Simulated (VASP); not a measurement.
# SiO2 (P4_2/mnm) in VASP: notebook

SiO2 is run at these levels: PBE; tasks: single point.

Everything below comes from runs of VASP 6.6.1. Logs are shortened: lines on timing, memory, paths and dates and some standing lists are left out, and cuts for length are marked.

**1. The cell of the first run**

Symmetry: P4_2/mnm, No. 136, tetragonal system. Conventional cell: a = 4.180 Å, b = 4.180 Å, c = 2.668 Å, α = 90.00°, β = 90.00°, γ = 90.00°. Si (site symmetry mmm) has 6 O at 1.76 to 1.81 Å within 2.3 Å. Within 2.3 Å of O (site symmetry m2m) lie 3 Si at 1.76 to 1.81 Å and 1 O at 2.29 Å.

**2. Single point, PBE**

Contents of INCAR:

```
ALGO = Normal ; EDIFF = 1E-6
ENCUT = 520 ; GGA = PE
ISIF = 2 ; ISMEAR = 0
LASPH = T ; LCHARG = T
LELF = T ; LREAL = F
LVHAR = T ; LWAVE = F
NBANDS = 25 ; NELM = 60
PREC = Accurate ; SIGMA = 0.1
```

Contents of KPOINTS:

```
k-points
0
Gamma
  4 4 6
```

Contents of POSCAR:

```
SiO2
1.0
    4.1800999600      0.0000000000      0.0000000000
    0.0000000000      4.1800999600      0.0000000000
    0.0000000000      0.0000000000      2.6677999500
Si O
2 4
Direct
    0.0000000000      0.0000000000      0.0000000000
    0.5000000000      0.5000000000      0.5000000000
    0.3066999900      0.3066999900      0.0000000000
    0.1933000100      0.8066999900      0.5000000000
    0.6933000100      0.6933000100      0.0000000000
    0.8066999900      0.1933000100      0.5000000000
```

Potentials or basis: VASP PAW PBE potentials, release 64 (Si, O).

The run is started by

```
$ cat potpaw_PBE.64/Si/POTCAR potpaw_PBE.64/O/POTCAR > POTCAR
$ mpirun -np 1 vasp_std > vasp.out
```

OUTCAR:

```text
EDIFF = 1E-6
   ENCUT = 520
   GGA = PE
   ISIF = 2
   ISMEAR = 0
   LASPH = T
   LREAL = F
   NELM = 60
   PREC = Accurate

 ion  position               nearest neighbor table
   1  0.000  0.000  0.000-   4 1.76   6 1.76   4 1.76   6 1.76   5 1.81   3 1.81
   2  0.500  0.500  0.500-   3 1.76   5 1.76   3 1.76   5 1.76   4 1.81   6 1.81
   3  0.307  0.307  0.000-   2 1.76   2 1.76   1 1.81
   4  0.193  0.807  0.500-   1 1.76   1 1.76   2 1.81
   5  0.693  0.693  0.000-   2 1.76   2 1.76   1 1.81
   6  0.807  0.193  0.500-   1 1.76   1 1.76   2 1.81

  LATTYP: Found a simple tetragonal cell.
 ALAT       =     4.1800999600
 C/A-ratio  =     0.6382143909

  Lattice vectors:

 A1 = (   4.1800999600,   0.0000000000,   0.0000000000)
 A2 = (   0.0000000000,   4.1800999600,   0.0000000000)
 A3 = (   0.0000000000,   0.0000000000,   2.6677999500)

Analysis of symmetry for initial positions (statically):
=====================================================================
 Subroutine PRICEL returns:
 Original cell was already a primitive cell.

 Routine SETGRP: Setting up the symmetry group for a
 simple tetragonal supercell.

 Subroutine GETGRP returns: Found 16 space group operations
 (whereof  8 operations were pure point group operations)
 out of a pool of 16 trial point group operations.

The static configuration has the point symmetry D_2h.
 The point group associated with its full space group is D_4h.

Analysis of symmetry for dynamics (positions and initial velocities):
=====================================================================
 Subroutine PRICEL returns:
 Original cell was already a primitive cell.

 Routine SETGRP: Setting up the symmetry group for a
 simple tetragonal supercell.

 Subroutine GETGRP returns: Found 16 space group operations
 (whereof  8 operations were pure point group operations)
 out of a pool of 16 trial point group operations.

The dynamic configuration has the point symmetry D_2h.
 The point group associated with its full space group is D_4h.

 Subroutine INISYM returns: Found 16 space group operations
 (whereof  8 operations are pure point group operations),
 and found     1 'primitive' translations

[... 100 lines left out ...]
   NELM   =     60;   NELMIN=  2; NELMDL= -5     # of ELM steps
   EDIFF  = 0.1E-05   stopping-criterion for ELM
   LREAL  =      F    real-space projection
   EDIFFG = 0.1E-04   stopping-criterion for IOM
   NSW    =      0    number of steps for IOM
   IBRION =     -1    ionic relax: 0-MD 1-quasi-New 2-CG
   NFREE  =      0    steps in history (QN), initial steepest desc. (CG)
   ISIF   =      2    stress and relaxation
   ISYM   =      2    0-nonsym 1-usesym 2-fastsym
   POTIM  = 0.5000    time-step for ionic-motion
   TEBEG  =    0.0;   TEEND  =   0.0 temperature during run
   PSTRESS=    0.0 pullay stress
   NELECT =      32.0000    total number of electrons
   NUPDOWN=      -1.0000    fix difference up-down
   EMIN   =  10.00;   EMAX   =-10.00  energy-range for DOS
   EFERMI =   0.00;   METHOD = LEGACY
   ISMEAR =     0;   SIGMA  =   0.10  broadening in eV -4-tet -1-fermi 0-gaus
   EFERMI_NEDOS =   21; number of points for ismear=-14 and -15
   IALGO  =     38    algorithm
   IMIX   =      4    mixing-type and parameters
     AMIX     =   0.40;   BMIX     =  1.00
     AMIX_MAG =   1.60;   BMIX_MAG =  1.00
  volume/ion in A,a.u.               =       7.77        52.43
  Fermi-wavevector in a.u.,A,eV,Ry     =   1.444162  2.729071 28.376369  2.085604
  Thomas-Fermi vector in A             =   2.562488
   LORBIT       =      0    0 simple, 1 ext, 2 COOP (PROOUT), +10 PAW based schemes
   GGA     = PE    functional components
   LHFCALC =     F    Hartree Fock is set to
   AEXX    =    0.0000 exact exchange contribution
   IVDW    =     0    specifies the selected vdW correction
   LEPSILON=     F    determine dielectric tensor
   LRPA    =     F    only Hartree local field effects (RPA)
 non-spin polarized calculation
 Gauss-broadening in eV      SIGMA  =   0.10
  energy-cutoff  :      520.00
  volume of cell :       46.62
 maximum number of plane-waves:      1282
 NGX is ok and might be reduce to    32
   NGX = 15   NGY = 15   NGZ =  9

 number of electron      31.9999977 magnetization

 Free energy of the ion-electron system (eV)
  ---------------------------------------------------
  ext. energy  EPLUGINS =         0.00000000
  ---------------------------------------------------
  free energy    TOTEN  =       -46.25835476 eV

  energy without entropy =      -46.25835476  energy(sigma->0) =      -46.25835476

 E-fermi :   8.6649     XC(G=0): -12.2639

 val. band max:        8.2191711682   @ k =   0.0000   0.0000   0.0000
 cond. band min:      13.8331650064   @ k =   0.0000   0.0000   0.0000
 fundamental gap:      5.6139938382
 Fermi energy:         8.6649095525

 k-point     1 :       0.0000    0.0000    0.0000
  band No.  band energies     occupation
      1     -14.3532      2.00000
      2     -10.7096      2.00000
      3     -10.7096      2.00000
      4     -10.5190      2.00000
      5      -2.6119      2.00000
      6       1.8065      2.00000
[... 661 lines left out ...]
     24      22.2444      0.00000
     25      23.9622      0.00000

------------------------ aborting loop because EDIFF is reached ----------------------------------------

  FORCE on cell =-STRESS in cart. coord.  units (eV):
  Direction    XX          YY          ZZ          XY          YZ          ZX
  --------------------------------------------------------------------------------------
  -------------------------------------------------------------------------------------
  Total        3.0784132      3.0784132      3.4643559     -0.0000000      0.0000000      0.0000000
  in kB      105.8061472    105.8061472    119.0711329     -0.0000000      0.0000000      0.0000000
  external PRESSURE =     110.2278091 kB  Pullay stress =       0.0000000 kB

 VOLUME and BASIS-vectors are now :
 -----------------------------------------------------------------------------
  energy-cutoff  :      520.00
  volume of cell :       46.62
      direct lattice vectors                 reciprocal lattice vectors
     4.180099960  0.000000000  0.000000000     0.239228729  0.000000000  0.000000000
     0.000000000  4.180099960  0.000000000     0.000000000  0.239228729  0.000000000
     0.000000000  0.000000000  2.667799950     0.000000000  0.000000000  0.374840700

 POSITION                                       TOTAL-FORCE (eV/Angst)
 -----------------------------------------------------------------------------------
      0.00000      0.00000      0.00000         0.000000      0.000000      0.000000
      2.09005      2.09005      1.33390         0.000000      0.000000      0.000000
      1.28204      1.28204      0.00000        -0.172834     -0.172834     -0.000000
      0.80801      3.37209      1.33390         0.172834     -0.172834      0.000000
      2.89806      2.89806      0.00000         0.172834      0.172834      0.000000
      3.37209      0.80801      1.33390        -0.172834      0.172834      0.000000
 -----------------------------------------------------------------------------------
    total drift:                                0.000000     -0.000000      0.000000

  FREE ENERGIE OF THE ION-ELECTRON SYSTEM (eV)
  ---------------------------------------------------
  free  energy   TOTEN  =       -46.2583547609 eV

  energy  without entropy=      -46.2583547609  energy(sigma->0) =      -46.25835476
```

OSZICAR:

```text
N       E                     dE             d eps       ncg     rms          rms(c)
DAV:   1     0.139172336387E+03    0.13917E+03   -0.17673E+04  1200   0.124E+03
DAV:   2    -0.439129520606E+02   -0.18309E+03   -0.17624E+03  1575   0.280E+02
DAV:   3    -0.508640616247E+02   -0.69511E+01   -0.69227E+01  1618   0.523E+01
DAV:   4    -0.509078168542E+02   -0.43755E-01   -0.43746E-01  1367   0.480E+00
DAV:   5    -0.509081653319E+02   -0.34848E-03   -0.34843E-03  1629   0.407E-01    0.176E+01
DAV:   6    -0.461999834937E+02    0.47082E+01   -0.13200E+01  1495   0.245E+01    0.808E+00
DAV:   7    -0.462371711838E+02   -0.37188E-01   -0.73821E-01  1487   0.507E+00    0.295E+00
DAV:   8    -0.462515393624E+02   -0.14368E-01   -0.24360E-02  1460   0.137E+00    0.109E+00
DAV:   9    -0.462581603014E+02   -0.66209E-02   -0.93167E-03  1528   0.823E-01    0.265E-01
DAV:  10    -0.462583703662E+02   -0.21006E-03   -0.45959E-04  1526   0.154E-01    0.447E-02
DAV:  11    -0.462583534750E+02    0.16891E-04   -0.81508E-05  1533   0.654E-02    0.889E-03
DAV:  12    -0.462583546597E+02   -0.11847E-05   -0.49391E-06  1501   0.160E-02    0.353E-03
DAV:  13    -0.462583547609E+02   -0.10116E-06   -0.66232E-07  1018   0.597E-03
   1 F= -.46258355E+02 E0= -.46258355E+02  d E =-.138189E-11
```

stdout:

```text
POSCAR found type information on POSCAR SiO
 POSCAR found :  2 types and       6 ions
 scaLAPACK will be used
 LDA part: xc-table for (Slater+PW92), standard interpolation
 POSCAR, INCAR and KPOINTS ok, starting setup
 FFT: planning ... GRIDC
 FFT: planning ... GRID_SOFT
 FFT: planning ... GRID
 WAVECAR not read
 entering main loop
```

It took 12 s on 1 thread of AMD EPYC 9R45 (Zen 5), shared host; peak memory 0.13 GiB.

Results:

```yaml
Free_energy: -46.2584 eV
Pressure: 11.0 GPa
Largest_force: 0.244 eV/Å
Band_gap_on_the_k_mesh: 5.61 eV, direct
```

Forces in eV/Å, atoms in the order of the input:
```
Si   0.000  0.000  0.000
Si   0.000  0.000  0.000
O   -0.173 -0.173  0.000
O    0.173 -0.173  0.000
O    0.173  0.173  0.000
O   -0.173  0.173  0.000
```

**3. Single point, PBE**

This run uses another cell than the first one, of 8.04 Å³/atom, 1.035 times its volume.

Contents of INCAR:

```
SYSTEM = SiO2
PREC = Accurate ; ENCUT = 520
EDIFF = 1E-6 ; ISMEAR = 0
SIGMA = 0.1 ; LREAL = .FALSE.
LASPH = .TRUE. ; NELM = 80
ALGO = Normal ; ISIF = 2
LWAVE = .FALSE. ; LCHARG = .FALSE.
GGA = PE ; NBANDS = 25
```

Contents of KPOINTS:

```
regular mesh
0
G
  4 4 6
  0 0 0
```

Contents of POSCAR:

```
SiO2
1.0
    4.2340035729      0.0000000000      0.0000000000
    0.0000000000      4.2340035729      0.0000000000
    0.0000000000      0.0000000000      2.6916028628
Si O
2 4
Direct
    0.0000000000      0.0000000000      0.0000000000
    0.5000000000      0.5000000000      0.5000000000
    0.3068402156      0.3068402156      0.0000000000
    0.1931597844      0.8068402156      0.5000000000
    0.6931597844      0.6931597844      0.0000000000
    0.8068402156      0.1931597844      0.5000000000
```

Potentials or basis: VASP PAW PBE potentials, release 64 (Si, O).

The run is started by

```
$ cat potpaw_PBE.64/Si/POTCAR potpaw_PBE.64/O/POTCAR > POTCAR
$ mpirun -np 1 vasp_std > vasp.out
```

OUTCAR:

```text
SYSTEM = SiO2
   PREC = Accurate
   ENCUT = 520
   EDIFF = 1E-6
   ISMEAR = 0
   LREAL = .FALSE.
   LASPH = .TRUE.
   NELM = 80
   ISIF = 2
   GGA = PE

 ion  position               nearest neighbor table
   1  0.000  0.000  0.000-   4 1.77   6 1.77   4 1.77   6 1.77   5 1.84   3 1.84
   2  0.500  0.500  0.500-   3 1.77   5 1.77   3 1.77   5 1.77   4 1.84   6 1.84
   3  0.307  0.307  0.000-   2 1.77   2 1.77   1 1.84
   4  0.193  0.807  0.500-   1 1.77   1 1.77   2 1.84
   5  0.693  0.693  0.000-   2 1.77   2 1.77   1 1.84
   6  0.807  0.193  0.500-   1 1.77   1 1.77   2 1.84

  LATTYP: Found a simple tetragonal cell.
 ALAT       =     4.2340035729
 C/A-ratio  =     0.6357110514

  Lattice vectors:

 A1 = (   4.2340035729,   0.0000000000,   0.0000000000)
 A2 = (   0.0000000000,   4.2340035729,   0.0000000000)
 A3 = (   0.0000000000,   0.0000000000,   2.6916028628)

Analysis of symmetry for initial positions (statically):
=====================================================================
 Subroutine PRICEL returns:
 Original cell was already a primitive cell.

 Routine SETGRP: Setting up the symmetry group for a
 simple tetragonal supercell.

 Subroutine GETGRP returns: Found 16 space group operations
 (whereof  8 operations were pure point group operations)
 out of a pool of 16 trial point group operations.

The static configuration has the point symmetry D_2h.
 The point group associated with its full space group is D_4h.

Analysis of symmetry for dynamics (positions and initial velocities):
=====================================================================
 Subroutine PRICEL returns:
 Original cell was already a primitive cell.

 Routine SETGRP: Setting up the symmetry group for a
 simple tetragonal supercell.

 Subroutine GETGRP returns: Found 16 space group operations
 (whereof  8 operations were pure point group operations)
[... 130 lines left out ...]
     AMIX_MAG =   1.60;   BMIX_MAG =  1.00
  volume/ion in A,a.u.               =       8.04        54.27
  Fermi-wavevector in a.u.,A,eV,Ry     =   1.427645  2.697859 27.731005  2.038171
  Thomas-Fermi vector in A             =   2.547793
   LORBIT       =      0    0 simple, 1 ext, 2 COOP (PROOUT), +10 PAW based schemes
   GGA     = PE    functional components
   LHFCALC =     F    Hartree Fock is set to
   AEXX    =    0.0000 exact exchange contribution
   IVDW    =     0    specifies the selected vdW correction
   LEPSILON=     F    determine dielectric tensor
   LRPA    =     F    only Hartree local field effects (RPA)
 non-spin polarized calculation
 Gauss-broadening in eV      SIGMA  =   0.10
  energy-cutoff  :      520.00
  volume of cell :       48.25
 maximum number of plane-waves:      1336
 NGX is ok and might be reduce to    32
   NGX = 15   NGY = 15   NGZ = 11

 number of electron      31.9999991 magnetization

 Free energy of the ion-electron system (eV)
  ---------------------------------------------------
  ext. energy  EPLUGINS =         0.00000000
  ---------------------------------------------------
  free energy    TOTEN  =       -46.31652351 eV

  energy without entropy =      -46.31652351  energy(sigma->0) =      -46.31652351

 E-fermi :   8.1682     XC(G=0): -12.0835

 val. band max:        7.7428256135   @ k =   0.0000   0.0000   0.0000
 cond. band min:      12.7679487613   @ k =   0.0000   0.0000   0.0000
 fundamental gap:      5.0251231478
 Fermi energy:         8.1682433161

 k-point     1 :       0.0000    0.0000    0.0000
  band No.  band energies     occupation
      1     -14.4738      2.00000
      2     -11.0114      2.00000
      3     -11.0114      2.00000
      4     -10.8440      2.00000
      5      -2.8771      2.00000
      6       1.5062      2.00000
[... 661 lines left out ...]
     24      21.6653      0.00000
     25      22.9369      0.00000

------------------------ aborting loop because EDIFF is reached ----------------------------------------

  FORCE on cell =-STRESS in cart. coord.  units (eV):
  Direction    XX          YY          ZZ          XY          YZ          ZX
  --------------------------------------------------------------------------------------
  -------------------------------------------------------------------------------------
  Total        0.0120155      0.0120155      0.1351211     -0.0000000      0.0000000      0.0000000
  in kB        0.3989692      0.3989692      4.4866314     -0.0000000      0.0000000      0.0000000
  external PRESSURE =       1.7615233 kB  Pullay stress =       0.0000000 kB

 VOLUME and BASIS-vectors are now :
 -----------------------------------------------------------------------------
  energy-cutoff  :      520.00
  volume of cell :       48.25
      direct lattice vectors                 reciprocal lattice vectors
     4.234003573  0.000000000  0.000000000     0.236183079  0.000000000  0.000000000
     0.000000000  4.234003573  0.000000000     0.000000000  0.236183079  0.000000000
     0.000000000  0.000000000  2.691602863     0.000000000  0.000000000  0.371525835

 POSITION                                       TOTAL-FORCE (eV/Angst)
 -----------------------------------------------------------------------------------
      0.00000      0.00000      0.00000        -0.000000      0.000000      0.000000
      2.11700      2.11700      1.34580        -0.000000      0.000000      0.000000
      1.29916      1.29916      0.00000        -0.001593     -0.001593      0.000000
      0.81784      3.41616      1.34580         0.001593     -0.001593      0.000000
      2.93484      2.93484      0.00000         0.001593      0.001593      0.000000
      3.41616      0.81784      1.34580        -0.001593      0.001593      0.000000
 -----------------------------------------------------------------------------------
    total drift:                                0.000000     -0.000000     -0.000000

  FREE ENERGIE OF THE ION-ELECTRON SYSTEM (eV)
  ---------------------------------------------------
  free  energy   TOTEN  =       -46.3165235056 eV

  energy  without entropy=      -46.3165235056  energy(sigma->0) =      -46.31652351
```

stdout:

```text
POSCAR found type information on POSCAR SiO
 POSCAR found :  2 types and       6 ions
 scaLAPACK will be used
 LDA part: xc-table for (Slater+PW92), standard interpolation
 POSCAR, INCAR and KPOINTS ok, starting setup
 FFT: planning ... GRIDC
 FFT: planning ... GRID_SOFT
 FFT: planning ... GRID
 WAVECAR not read
 entering main loop
```

It took 12 s on 1 thread of AMD EPYC 9R45 (Zen 5), shared host; peak memory 0.13 GiB.

Results:

| Property | Result |
| --- | --- |
| Free energy | -46.3165 eV |
| Pressure | 0.2 GPa |
| Band gap on the k mesh | 5.03 eV, direct |

Forces on the atoms (eV/Å):
```
Si   0.000  0.000  0.000
Si   0.000  0.000  0.000
O   -0.002 -0.002  0.000
O    0.002 -0.002  0.000
O    0.002  0.002  0.000
O   -0.002  0.002  0.000
```
